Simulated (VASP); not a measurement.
# Ti (P6_3/mmc) in VASP: notebook, part 2 of 2

VASP 6.6.1. Earlier steps stand in the parts before.

### 3 Single point, PBEsol (volume scaled by 0.55)

Contents of INCAR:

```
ALGO     = Normal         # electronic algorithm
EDIFF    = 1E-7           # SCF threshold, eV
ENCUT    = 520            # plane-wave cutoff, eV
GGA      = PS             # functional
ISIF     = 2              # what is computed and relaxed
ISMEAR   = -1             # smearing method
LASPH    = T              # aspherical terms in the spheres
LCHARG   = F              # write CHGCAR
LREAL    = F              # projectors in reciprocal space
LWAVE    = F              # write WAVECAR
NBANDS   = 19             # bands
NELM     = 80             # most SCF steps
PREC     = Accurate       # precision mode
SIGMA    = 0.05           # smearing width, eV
```

Contents of KPOINTS:

```
k-points
0
Gamma
  15 15 8
```

Contents of POSCAR:

```
Ti
1.0
    2.2198367768      0.0000000000      0.0000000000
   -1.1099183884      1.9224350409      0.0000000000
    0.0000000000      0.0000000000      4.3123924273
Ti
2
Direct
    0.3333333333      0.6666666667      0.2500000000
    0.6666666667      0.3333333333      0.7500000000
```

Potentials or basis: VASP PAW PBE potentials, release 64 (Ti_sv).

On the command line:

```sh
> cat potpaw_PBE.64/Ti_sv/POTCAR > POTCAR
> mpirun -np 1 vasp_std > vasp.out
```

OUTCAR:

```text
EDIFF = 1E-7
   ENCUT = 520
   GGA = PS
   ISIF = 2
   ISMEAR = -1
   LASPH = T
   LREAL = F
   NELM = 80
   PREC = Accurate

 ion  position               nearest neighbor table
   1  0.333  0.667  0.250-   2 2.51   2 2.51   2 2.51   2 2.51   2 2.51   2 2.51
   2  0.667  0.333  0.750-   1 2.51   1 2.51   1 2.51   1 2.51   1 2.51   1 2.51

  LATTYP: Found a hexagonal cell.
 ALAT       =     2.2198367768
 C/A-ratio  =     1.9426619436

  Lattice vectors:

 A1 = (   2.2198367768,   0.0000000000,   0.0000000000)
 A2 = (  -1.1099183884,   1.9224350409,   0.0000000000)
 A3 = (   0.0000000000,   0.0000000000,   4.3123924273)

Analysis of symmetry for initial positions (statically):
=====================================================================
 Subroutine PRICEL returns:
 Original cell was already a primitive cell.

 Routine SETGRP: Setting up the symmetry group for a
 hexagonal supercell.

 Subroutine GETGRP returns: Found 24 space group operations
 (whereof 12 operations were pure point group operations)
 out of a pool of 24 trial point group operations.

The static configuration has the point symmetry D_3d.
 The point group associated with its full space group is D_6h.

Analysis of symmetry for dynamics (positions and initial velocities):
=====================================================================
 Subroutine PRICEL returns:
 Original cell was already a primitive cell.

 Routine SETGRP: Setting up the symmetry group for a
 hexagonal supercell.

 Subroutine GETGRP returns: Found 24 space group operations
 (whereof 12 operations were pure point group operations)
 out of a pool of 24 trial point group operations.

The dynamic configuration has the point symmetry D_3d.
[... 112 lines left out ...]
   NUPDOWN=      -1.0000    fix difference up-down
   EMIN   =  10.00;   EMAX   =-10.00  energy-range for DOS
   EFERMI =   0.00;   METHOD = LEGACY
   ISMEAR =    -1;   SIGMA  =   0.05  broadening in eV -4-tet -1-fermi 0-gaus
   EFERMI_NEDOS =   21; number of points for ismear=-14 and -15
   IALGO  =     38    algorithm
   IMIX   =      4    mixing-type and parameters
     AMIX     =   0.40;   BMIX     =  1.00
     AMIX_MAG =   1.60;   BMIX_MAG =  1.00
  volume/ion in A,a.u.               =       9.20        62.10
  Fermi-wavevector in a.u.,A,eV,Ry     =   1.788607  3.379977 43.526600  3.199115
  Thomas-Fermi vector in A             =   2.851749
   LORBIT       =      0    0 simple, 1 ext, 2 COOP (PROOUT), +10 PAW based schemes
   GGA     = PS    functional components
   LHFCALC =     F    Hartree Fock is set to
   AEXX    =    0.0000 exact exchange contribution
   IVDW    =     0    specifies the selected vdW correction
   LEPSILON=     F    determine dielectric tensor
   LRPA    =     F    only Hartree local field effects (RPA)
 non-spin polarized calculation
  energy-cutoff  :      520.00
  volume of cell :       18.40
 maximum number of plane-waves:       510
 NGX is ok and might be reduce to    18
   NGX =  9   NGY =  9   NGZ = 17

 number of electron      24.0000001 magnetization

 Free energy of the ion-electron system (eV)
  ---------------------------------------------------
  ext. energy  EPLUGINS =         0.00000000
  ---------------------------------------------------
  free energy    TOTEN  =       -11.35503192 eV

  energy without entropy =      -11.34884506  energy(sigma->0) =      -11.35193849

 E-fermi :  16.5512     XC(G=0): -15.0234

 val. band max:       16.5476574347   @ k =   0.1333   0.1333   0.3750
 cond. band min:      16.5630560337   @ k =   0.3333   0.0667   0.0000
 fundamental gap:      0.0153985990
 Fermi energy:        16.5511872141

 k-point     1 :       0.0000    0.0000    0.0000
  band No.  band energies     occupation
      1     -40.0740      2.00000
      2     -39.3962      2.00000
      3     -17.3925      2.00000
      4     -14.3308      2.00000
      5     -13.3175      2.00000
      6     -13.3175      2.00000
[... 505 lines left out ...]
      6     -15.2131      2.00000
[... 11 lines left out ...]
     18      23.0544      0.00000
     19      28.7096      0.00000

 [... further k-points ...]

------------------------ aborting loop because EDIFF is reached ----------------------------------------

  FORCE on cell =-STRESS in cart. coord.  units (eV):
  Direction    XX          YY          ZZ          XY          YZ          ZX
  --------------------------------------------------------------------------------------
  -------------------------------------------------------------------------------------
  Total       19.4884748     19.4884748     18.8517502      0.0000000     -0.0000000      0.0000000
  in kB     1696.6702425   1696.6702424   1641.2368820      0.0000000     -0.0000000      0.0000000
  external PRESSURE =    1678.1924556 kB  Pullay stress =       0.0000000 kB

 VOLUME and BASIS-vectors are now :
 -----------------------------------------------------------------------------
  energy-cutoff  :      520.00
  volume of cell :       18.40
      direct lattice vectors                 reciprocal lattice vectors
     2.219836777  0.000000000  0.000000000     0.450483572  0.260086811  0.000000000
    -1.109918388  1.922435041  0.000000000     0.000000000  0.520173623  0.000000000
     0.000000000  0.000000000  4.312392427     0.000000000  0.000000000  0.231889842

 POSITION                                       TOTAL-FORCE (eV/Angst)
 -----------------------------------------------------------------------------------
     -0.00000      1.28162      1.07810         0.000000     -0.000000      0.000000
      1.10992      0.64081      3.23429        -0.000000      0.000000      0.000000
 -----------------------------------------------------------------------------------
    total drift:                               -0.000000      0.000000     -0.000000

  FREE ENERGIE OF THE ION-ELECTRON SYSTEM (eV)
  ---------------------------------------------------
  free  energy   TOTEN  =       -11.3550319211 eV

  energy  without entropy=      -11.3488450649  energy(sigma->0) =      -11.35193849
```

Run time: 45 s. Hardware: 1 thread of AMD EPYC 7R43 (Zen 3), shared host; peak memory 0.12 GiB.

What came out:

| Item | Value |
| --- | --- |
| Free energy | -11.3550 eV |
| Pressure | 167.8 GPa |
| Band gap on the k mesh | zero (band 12 reaches 17.90 eV, above the bottom of band 13 at 16.21 eV) |

Caveat: the cell differs from its parent crystal (volume scaled by 0.55); the PAW data sets were made with another functional, which shifts forces and pressure a little.

### 4 Single point, PBEsol

This run uses another cell than the first one, of 10.71 Å³/atom, 1.164 times its volume.

Contents of INCAR:

```
SYSTEM = Ti
  PREC = Accurate
  ENCUT = 520
  EDIFF = 1E-6
  ISMEAR = -1
  SIGMA = 0.05
  LREAL = .FALSE.
  LASPH = .TRUE.
  NELM = 100
  ALGO = Normal
  ISIF = 2
  LWAVE = .FALSE.
  LCHARG = .FALSE.
  GGA = PS
  NBANDS = 19
```

Contents of KPOINTS:

```
regular mesh
0
G
  15 15 8
  0 0 0
```

Contents of POSCAR:

```
Ti
1.0
    2.3819015839      0.0000000000      0.0000000000
   -1.1909507919      2.0627872810      0.0000000000
    0.0000000000      0.0000000000      4.3584294175
Ti
2
Direct
    0.3333333333      0.6666666667      0.2500000000
    0.6666666667      0.3333333333      0.7500000000
```

On the command line:

```sh
> cat potpaw_PBE.64/Ti_sv/POTCAR > POTCAR
> mpirun -np 1 vasp_std > vasp.out
```

It took 48 s on 1 thread of AMD EPYC 7R43 (Zen 3), shared host; peak memory 0.12 GiB.

The run converged. Its results:

```yaml
Free_energy: -13.8084 eV
Pressure: 99.5 GPa
Band_gap_on_the_k_mesh: zero (band 12 reaches 15.45 eV, above the bottom of band 13 at 14.00 eV)
```

Stress tensor (GPa, compression positive):
```
100.06   0.00   0.00
  0.00 100.06   0.00
  0.00   0.00  98.38
```

Levels at points of the mesh, in eV from the Fermi level:
| k point | band 8 | band 9 | band 10 | band 11 | band 12 | band 13 | band 14 | band 15 | band 16 | band 17 |
| --- | --- | --- | --- | --- | --- | --- | --- | --- | --- | --- |
| (0.00, 0.00, 0.00) | -30.62 | -6.54 | -3.57 | -0.33 | 1.21 | 1.21 | 1.69 | 1.77 | 1.77 | 3.87 |
| (0.00, 0.00, 0.50) | -30.71 | -4.23 | -4.23 | -0.74 | -0.74 | 1.29 | 1.29 | 1.29 | 1.29 | 5.05 |

Caveat: the PAW data sets were made with another functional, which shifts forces and pressure a little.

### 5 Single point, PBEsol

This run uses another cell than the first one, of 12.05 Å³/atom, 1.309 times its volume.

Contents of INCAR:

```
SYSTEM = Ti
PREC = Accurate
ENCUT = 520
EDIFF = 1E-7
ISMEAR = -1
SIGMA = 0.05
LREAL = .False.
LASPH = .True.
NELM = 80
ALGO = Normal
ISIF = 2
LWAVE = .False.
LCHARG = .False.
GGA = PS
NBANDS = 19
```

Contents of KPOINTS:

```
Automatic mesh
0
Gamma
  15 15 8
  0 0 0
```

Contents of POSCAR:

```
Ti
1.0
    2.5633521291      0.0000000000      0.0000000000
   -1.2816760645      2.2199280627      0.0000000000
    0.0000000000      0.0000000000      4.2336370870
Ti
2
Direct
    0.3333333333      0.6666666667      0.2500000000
    0.6666666667      0.3333333333      0.7500000000
```

On the command line:

```sh
> cat potpaw_PBE.64/Ti_sv/POTCAR > POTCAR
> mpirun -np 1 vasp_std > vasp.out
```

Run time: 68 s. Hardware: 1 thread of AMD EPYC 7R43 (Zen 3), shared host; peak memory 0.13 GiB.

Results (log left out):

* Free energy: -15.1783 eV
* Pressure: 64.5 GPa
* Band gap on the k mesh: zero (band 12 reaches 13.74 eV, above the bottom of band 13 at 12.26 eV)

Stress tensor (GPa, compression positive):
```
64.52  0.00  0.00
 0.00 64.52  0.00
 0.00  0.00 64.38
```

Levels at points of the mesh, in eV from the Fermi level:
```tsv
k point	band 8	band 9	band 10	band 11	band 12	band 13	band 14	band 15	band 16	band 17
(0.00, 0.00, 0.00)	-31.35	-6.75	-3.68	0.69	0.94	0.94	1.66	1.66	1.96	2.60
(0.00, 0.00, 0.50)	-31.47	-4.48	-4.48	-0.14	-0.14	0.88	0.88	0.88	0.88	4.24
```

Caveat: the PAW data sets were made with another functional, which shifts forces and pressure a little.

### 6 The runs side by side

| cell | gap on the mesh (eV) | pressure (GPa) |
| --- | --- | --- |
| a = 2.220, b = 2.220, c = 4.312 Å, angles 90.0, 90.0, 120.0°, 2 atoms | none | 167.8 |
| a = 2.382, b = 2.382, c = 4.358 Å, angles 90.0, 90.0, 120.0°, 2 atoms | none | 99.5 |
| a = 2.563, b = 2.563, c = 4.234 Å, angles 90.0, 90.0, 120.0°, 2 atoms | none | 64.5 |

Alike in all rows: task single point; level PBEsol; potentials or basis VASP PAW PBE potentials, release 64 (Ti_sv); no spin polarisation; k mesh 15 × 15 × 8; cutoff (eV) 520; smearing fermi-dirac 0.05 eV.

Caveats: the PAW data sets were made with another functional, which shifts forces and pressure a little.

Total energies depend on the potentials used, so only differences within one code and one set of settings carry meaning.
